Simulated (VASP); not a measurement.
# As (Fm-3m) in VASP: further runs

Runs on As. Level: RPBE. Tasks: single point.

Everything below comes from runs of VASP 6.6.1. Logs are shortened: lines on timing, memory, paths and dates and some standing lists are left out, and cuts for length are marked.

## 1. The cell of the first run

The structure is cubic, space group Fm-3m (No. 225). Conventional cell: a = 4.173 Å, b = 4.173 Å, c = 4.173 Å, α = 90.00°, β = 90.00°, γ = 90.00°. As (site symmetry m-3m) has 12 As at 2.95 Å within 3.9 Å.

## 2. Single point, RPBE (volume scaled by 0.92)

Input file INCAR:

```
SYSTEM = As
PREC = Accurate
ENCUT = 520
EDIFF = 1E-7
ISMEAR = -1
SIGMA = 0.1
LREAL = .False.
LASPH = .True.
NELM = 100
ALGO = Normal
ISIF = 2
LWAVE = .False.
LCHARG = .False.
GGA = RP
NBANDS = 8
```

Input file KPOINTS:

```
regular mesh
0
Gamma
  14 14 14
  0 0 0
```

Input file POSCAR:

```
As
1.0
    0.0000000000      2.0864596118      2.0864596118
    2.0864596118      0.0000000000      2.0864596118
    2.0864596118      2.0864596118      0.0000000000
As
1
Direct
    0.0000000000      0.0000000000      0.0000000000
```

Potentials or basis: VASP PAW PBE potentials, release 64 (As).

On the command line:

```console
$ cat potpaw_PBE.64/As/POTCAR > POTCAR
$ mpirun -np 1 vasp_std > vasp.out
```

OUTCAR:

```text
SYSTEM = As
   PREC = Accurate
   ENCUT = 520
   EDIFF = 1E-7
   ISMEAR = -1
   LREAL = .False.
   LASPH = .True.
   NELM = 100
   ISIF = 2
   GGA = RP

 ion  position               nearest neighbor table
   1  0.000  0.000  0.000-

  LATTYP: Found a face centered cubic cell.
 ALAT       =     4.1729192236

  Lattice vectors:

 A1 = (   0.0000000000,   2.0864596118,   2.0864596118)
 A2 = (   2.0864596118,   0.0000000000,   2.0864596118)
 A3 = (   2.0864596118,   2.0864596118,   0.0000000000)

Analysis of symmetry for initial positions (statically):
=====================================================================
 Subroutine PRICEL returns:
 Original cell was already a primitive cell.

 Routine SETGRP: Setting up the symmetry group for a
 face centered cubic supercell.

 Subroutine GETGRP returns: Found 48 space group operations
 (whereof 48 operations were pure point group operations)
 out of a pool of 48 trial point group operations.

The static configuration has the point symmetry O_h .

Analysis of symmetry for dynamics (positions and initial velocities):
=====================================================================
 Subroutine PRICEL returns:
 Original cell was already a primitive cell.

 Routine SETGRP: Setting up the symmetry group for a
 face centered cubic supercell.

 Subroutine GETGRP returns: Found 48 space group operations
 (whereof 48 operations were pure point group operations)
 out of a pool of 48 trial point group operations.

The dynamic configuration has the point symmetry O_h .

 Subroutine INISYM returns: Found 48 space group operations
 (whereof 48 operations are pure point group operations),
 and found     1 'primitive' translations

----------------------------------------------------------------------------------------

                                     Primitive cell

  volume of cell :      18.1660

  direct lattice vectors                    reciprocal lattice vectors
     0.000000000  2.086459612  2.086459612    -0.239640392  0.239640392  0.239640392
     2.086459612  0.000000000  2.086459612     0.239640392 -0.239640392  0.239640392
     2.086459612  2.086459612  0.000000000     0.239640392  0.239640392 -0.239640392

  length of vectors
     2.950699480  2.950699480  2.950699480     0.415069335  0.415069335  0.415069335

  position of ions in fractional coordinates (direct lattice)
     0.000000000  0.000000000  0.000000000

  ion indices of the primitive-cell ions
   primitive index   ion index
                 1           1

----------------------------------------------------------------------------------------

 KPOINTS: regular mesh

Automatic generation of k-mesh.
 Grid dimensions read from file:
 generate k-points for:   14   14   14

 Generating k-lattice:

  Cartesian coordinates                     Fractional coordinates (reciprocal lattice)
    -0.017117171  0.017117171  0.017117171     0.071428571  0.000000000  0.000000000
     0.017117171 -0.017117171  0.017117171     0.000000000  0.071428571  0.000000000
     0.017117171  0.017117171 -0.017117171     0.000000000  0.000000000  0.071428571

  Length of vectors
     0.029647810  0.029647810  0.029647810

  Shift w.r.t. Gamma in fractional coordinates (k-lattice)
     0.000000000  0.000000000  0.000000000

 Subroutine IBZKPT returns following result:
 ===========================================

 Found    104 irreducible k-points:

 Following reciprocal coordinates:
            Coordinates               Weight
  0.000000  0.000000  0.000000      1.000000
  0.071429  0.000000  0.000000      8.000000
  0.142857  0.000000  0.000000      8.000000
  0.214286  0.000000  0.000000      8.000000
  0.285714  0.000000  0.000000      8.000000
  0.357143  0.000000  0.000000      8.000000
[... 16 lines left out ...]
  0.214286  0.142857  0.000000     24.000000
  0.285714  0.142857  0.000000     24.000000
 [... further k-points ...]
   k-points           NKPTS =    104   k-points in BZ     NKDIM =    104   number of bands    NBANDS=      8
   number of dos      NEDOS =    301   number of ions     NIONS =      1
   total plane-waves  NPLWV =  13824
   dimension x,y,z NGX =    24 NGY =   24 NGZ =   24
   dimension x,y,z NGXF=    48 NGYF=   48 NGZF=   48
   ions per type =               1
   NGX,Y,Z   is equivalent  to a cutoff of  13.52, 13.52, 13.52 a.u.
   NGXF,Y,Z  is equivalent  to a cutoff of  27.04, 27.04, 27.04 a.u.
 SYSTEM =  As
   PREC   = accura    normal or accurate (medium, high low for compatibility)
   ISTART =      0    job   : 0-new  1-cont  2-samecut
   ICHARG =      2    charge: 1-file 2-atom 10-const
   ISPIN  =      1    spin polarized calculation?
   LNONCOLLINEAR =      F non collinear calculations
   LSORBIT =      F    spin-orbit coupling
   LASPH  =      T    aspherical Exc in radial PAW
   ENCUT  =  520.0 eV  38.22 Ry    6.18 a.u.   5.49  5.49  5.49*2*pi/ulx,y,z
   NELM   =    100;   NELMIN=  2; NELMDL= -5     # of ELM steps
   EDIFF  = 0.1E-06   stopping-criterion for ELM
   LREAL  =      F    real-space projection
   EDIFFG = 0.1E-05   stopping-criterion for IOM
   NSW    =      0    number of steps for IOM
   IBRION =     -1    ionic relax: 0-MD 1-quasi-New 2-CG
   NFREE  =      0    steps in history (QN), initial steepest desc. (CG)
   ISIF   =      2    stress and relaxation
   ISYM   =      2    0-nonsym 1-usesym 2-fastsym
   POTIM  = 0.5000    time-step for ionic-motion
   TEBEG  =    0.0;   TEEND  =   0.0 temperature during run
   PSTRESS=    0.0 pullay stress
   NELECT =       5.0000    total number of electrons
   NUPDOWN=      -1.0000    fix difference up-down
   EMIN   =  10.00;   EMAX   =-10.00  energy-range for DOS
   EFERMI =   0.00;   METHOD = LEGACY
   ISMEAR =    -1;   SIGMA  =   0.10  broadening in eV -4-tet -1-fermi 0-gaus
   EFERMI_NEDOS =   21; number of points for ismear=-14 and -15
   IALGO  =     38    algorithm
   IMIX   =      4    mixing-type and parameters
     AMIX     =   0.40;   BMIX     =  1.00
     AMIX_MAG =   1.60;   BMIX_MAG =  1.00
  volume/ion in A,a.u.               =      18.17       122.59
  Fermi-wavevector in a.u.,A,eV,Ry     =   1.064907  2.012382 15.429361  1.134026
  Thomas-Fermi vector in A             =   2.200441
   LORBIT       =      0    0 simple, 1 ext, 2 COOP (PROOUT), +10 PAW based schemes
   GGA     = RP    functional components
   LHFCALC =     F    Hartree Fock is set to
   AEXX    =    0.0000 exact exchange contribution
   IVDW    =     0    specifies the selected vdW correction
   LEPSILON=     F    determine dielectric tensor
   LRPA    =     F    only Hartree local field effects (RPA)
 non-spin polarized calculation
  energy-cutoff  :      520.00
  volume of cell :       18.17
 maximum number of plane-waves:       531
 NGX is ok and might be reduce to    24
   NGX = 11   NGY = 11   NGZ = 11

 number of electron       4.9999999 magnetization

 Free energy of the ion-electron system (eV)
  ---------------------------------------------------
  ext. energy  EPLUGINS =         0.00000000
  ---------------------------------------------------
  free energy    TOTEN  =        -3.70623332 eV

  energy without entropy =       -3.68240836  energy(sigma->0) =       -3.69432084

 E-fermi :   7.2509     XC(G=0): -10.9610

 val. band max:        7.2367095582   @ k =  -0.4286   0.3571   0.1429
 cond. band min:       7.2722594137   @ k =  -0.3571   0.2143   0.0714
 fundamental gap:      0.0355498555
 Fermi energy:         7.2509166023

 k-point     1 :       0.0000    0.0000    0.0000
  band No.  band energies     occupation
      1      -8.3837      2.00000
      2      13.3724      0.00000
      3      13.3724      0.00000
      4      13.3724      0.00000
      5      19.6913      0.00000
      6      19.6913      0.00000
      7      19.6913      0.00000
      8      22.0928      0.00000

 k-point     2 :       0.0714    0.0000    0.0000
  band No.  band energies     occupation
      1      -8.2583      2.00000
      2      12.3092      0.00000
      3      13.2193      0.00000
      4      13.2193      0.00000
      5      19.1742      0.00000
      6      19.9742      0.00000
      7      19.9742      0.00000
      8      22.5821      0.00000

 k-point     3 :       0.1429    0.0000    0.0000
  band No.  band energies     occupation
      1      -7.8834      2.00000
      2      10.0326      0.00000
      3      12.8504      0.00000
      4      12.8504      0.00000
      5      18.4863      0.00000
      6      20.5706      0.00000
      7      20.5706      0.00000
      8      23.6399      0.00000

 k-point     4 :       0.2143    0.0000    0.0000
  band No.  band energies     occupation
      1      -7.2642      2.00000
      2       7.4871      0.17225
      3      12.4224      0.00000
      4      12.4224      0.00000
      5      17.9504      0.00000
      6      20.6128      0.00000
      7      20.6128      0.00000
      8      23.6992      0.00000

 k-point     5 :       0.2857    0.0000    0.0000
  band No.  band energies     occupation
      1      -6.4140      2.00000
      2       5.0167      2.00000
      3      12.0404      0.00000
      4      12.0404      0.00000
      5      17.5880      0.00000
      6      19.9199      0.00000
      7      19.9199      0.00000
      8      22.6588      0.00000
[... 177 lines left out ...]
 k-point    22 :       0.1429    0.1429    0.0000
  band No.  band energies     occupation
      1      -7.7161      2.00000
      2      11.2407      0.00000
      3      11.5556      0.00000
      4      11.5556      0.00000
      5      16.7700      0.00000
      6      19.9168      0.00000
      7      22.3459      0.00000
      8      22.3459      0.00000

 k-point    23 :       0.2143    0.1429    0.0000
  band No.  band energies     occupation
      1      -7.2604      2.00000
      2       9.2552      0.00000
      3      10.9639      0.00000
      4      11.3912      0.00000
      5      16.5312      0.00000
      6      18.6674      0.00000
      7      22.6792      0.00000
      8      23.1709      0.00000

 k-point    24 :       0.2857    0.1429    0.0000
  band No.  band energies     occupation
      1      -6.5651      2.00000
      2       6.8882      1.94819
      3      10.5296      0.00000
      4      10.8523      0.00000
      5      16.5231      0.00000
      6      18.5567      0.00000
      7      22.5151      0.00000
      8      22.9719      0.00000

 [... further k-points ...]
[... 5 lines left out ...]
  --------------------------------------------------------------------------------------
  -------------------------------------------------------------------------------------
  Total        0.8252727      0.8252727      0.8252727      0.0000000     -0.0000000      0.0000000
  in kB       72.7860487     72.7860487     72.7860487      0.0000000     -0.0000000      0.0000000
  external PRESSURE =      72.7860487 kB  Pullay stress =       0.0000000 kB

 VOLUME and BASIS-vectors are now :
 -----------------------------------------------------------------------------
  energy-cutoff  :      520.00
  volume of cell :       18.17
      direct lattice vectors                 reciprocal lattice vectors
     0.000000000  2.086459612  2.086459612    -0.239640392  0.239640392  0.239640392
     2.086459612  0.000000000  2.086459612     0.239640392 -0.239640392  0.239640392
     2.086459612  2.086459612  0.000000000     0.239640392  0.239640392 -0.239640392

 POSITION                                       TOTAL-FORCE (eV/Angst)
 -----------------------------------------------------------------------------------
      0.00000      0.00000      0.00000         0.000000      0.000000      0.000000
 -----------------------------------------------------------------------------------
    total drift:                               -0.000000      0.000000      0.000000

  FREE ENERGIE OF THE ION-ELECTRON SYSTEM (eV)
  ---------------------------------------------------
  free  energy   TOTEN  =        -3.7062333187 eV

  energy  without entropy=       -3.6824083636  energy(sigma->0) =       -3.69432084
```

Wall time 33 s (1 thread of AMD EPYC 7R13, shared host); peak memory 0.11 GiB.

Results:

| Item | Value |
| --- | --- |
| Free energy | -3.7062 eV |
| Pressure | 7.3 GPa |

Caveat: the cell differs from its parent crystal (volume scaled by 0.92); the PAW data sets were made with another functional, which shifts forces and pressure a little.

## 3. Single point, RPBE

This run uses another cell than the first one, of 19.75 Å³/atom, 1.087 times its volume.

Input file INCAR:

```
PREC = Accurate
ENCUT = 520
EDIFF = 1E-7
ISMEAR = -1
SIGMA = 0.1
LREAL = False
LASPH = True
NELM = 60
ALGO = Normal
ISIF = 2
LWAVE = False
LCHARG = False
GGA = RP
NBANDS = 8
```

Input file KPOINTS:

```
regular mesh
0
Gamma
  14 14 14
```

Input file POSCAR:

```
As
1.0
    0.0000000000      2.1452638109      2.1452638109
    2.1452638109      0.0000000000      2.1452638109
    2.1452638109      2.1452638109      0.0000000000
As
1
Direct
    0.0000000000      0.0000000000      0.0000000000
```

Potentials or basis: VASP PAW PBE potentials, release 64 (As).

On the command line:

```console
$ cat potpaw_PBE.64/As/POTCAR > POTCAR
$ mpirun -np 1 vasp_std > vasp.out
```

OUTCAR:

```text
PREC = Accurate
   ENCUT = 520
   EDIFF = 1E-7
   ISMEAR = -1
   LREAL = False
   LASPH = True
   NELM = 60
   ISIF = 2
   GGA = RP

 ion  position               nearest neighbor table
   1  0.000  0.000  0.000-

  LATTYP: Found a face centered cubic cell.
 ALAT       =     4.2905276218

  Lattice vectors:

 A1 = (   0.0000000000,   2.1452638109,   2.1452638109)
 A2 = (   2.1452638109,   0.0000000000,   2.1452638109)
[... 189 lines left out ...]
      8      19.7823      0.00000
[... 243 lines left out ...]
 k-point    24 :       0.2857    0.1429    0.0000
  band No.  band energies     occupation
      1      -6.9105      2.00000
      2       5.8277      1.98325
      3       9.2721      0.00000
      4       9.4949      0.00000
      5      15.4072      0.00000
      6      17.2678      0.00000
      7      20.7803      0.00000
      8      21.3559      0.00000

 [... further k-points ...]
[... 5 lines left out ...]
  --------------------------------------------------------------------------------------
  -------------------------------------------------------------------------------------
  Total       -0.0168088     -0.0168088     -0.0168088     -0.0000000     -0.0000000     -0.0000000
  in kB       -1.3638776     -1.3638776     -1.3638776     -0.0000000     -0.0000000     -0.0000000
  external PRESSURE =      -1.3638776 kB  Pullay stress =       0.0000000 kB

 VOLUME and BASIS-vectors are now :
 -----------------------------------------------------------------------------
  energy-cutoff  :      520.00
  volume of cell :       19.75
      direct lattice vectors                 reciprocal lattice vectors
     0.000000000  2.145263811  2.145263811    -0.233071568  0.233071568  0.233071568
     2.145263811  0.000000000  2.145263811     0.233071568 -0.233071568  0.233071568
     2.145263811  2.145263811  0.000000000     0.233071568  0.233071568 -0.233071568

 POSITION                                       TOTAL-FORCE (eV/Angst)
 -----------------------------------------------------------------------------------
      0.00000      0.00000      0.00000         0.000000      0.000000     -0.000000
 -----------------------------------------------------------------------------------
    total drift:                               -0.000000      0.000000      0.000000

  FREE ENERGIE OF THE ION-ELECTRON SYSTEM (eV)
  ---------------------------------------------------
  free  energy   TOTEN  =        -3.7386657901 eV

  energy  without entropy=       -3.7121791117  energy(sigma->0) =       -3.72542245
```

OSZICAR:

```text
N       E                     dE             d eps       ncg     rms          rms(c)
DAV:   1     0.263266893504E+01    0.26327E+01   -0.21826E+03  1688   0.473E+02
DAV:   2    -0.368441076128E+01   -0.63171E+01   -0.60532E+01  2328   0.484E+01
DAV:   3    -0.374516647961E+01   -0.60756E-01   -0.60652E-01  1944   0.505E+00
DAV:   4    -0.374520676557E+01   -0.40286E-04   -0.40286E-04  2576   0.152E-01
DAV:   5    -0.374520677699E+01   -0.11418E-07   -0.11502E-07  1984   0.159E-03    0.185E+00
DAV:   6    -0.374064969267E+01    0.45571E-02   -0.32521E-03  1944   0.300E-01    0.107E+00
DAV:   7    -0.373863898681E+01    0.20107E-02   -0.62457E-03  1880   0.416E-01    0.517E-02
DAV:   8    -0.373866585912E+01   -0.26872E-04   -0.66392E-05  2136   0.648E-02    0.617E-03
DAV:   9    -0.373866579012E+01    0.69005E-07   -0.65703E-07  2400   0.688E-03
   1 F= -.37386658E+01 E0= -.37254225E+01  d E =-.264867E-01
```

Wall time 30 s (1 thread of AMD EPYC 7R13, shared host); peak memory 0.11 GiB.

Results:

```yaml
Free_energy: -3.7387 eV
Pressure: -0.1 GPa
```

Levels at points of the mesh, in eV from the Fermi level:
| k point | band 1 | band 2 | band 3 | band 4 | band 5 |
| --- | --- | --- | --- | --- | --- |
| (0.00, 0.00, 0.00) | -14.89 | 5.44 | 5.44 | 5.44 | 12.11 |
| (0.50, 0.00, 0.00) | -10.69 | -6.57 | 3.80 | 3.80 | 9.41 |
| (0.50, 0.50, 0.00) | -8.92 | -5.52 | 0.45 | 0.45 | 4.93 |

Caveat: the PAW data sets were made with another functional, which shifts forces and pressure a little.

(Part 1 of 3 ends here.)
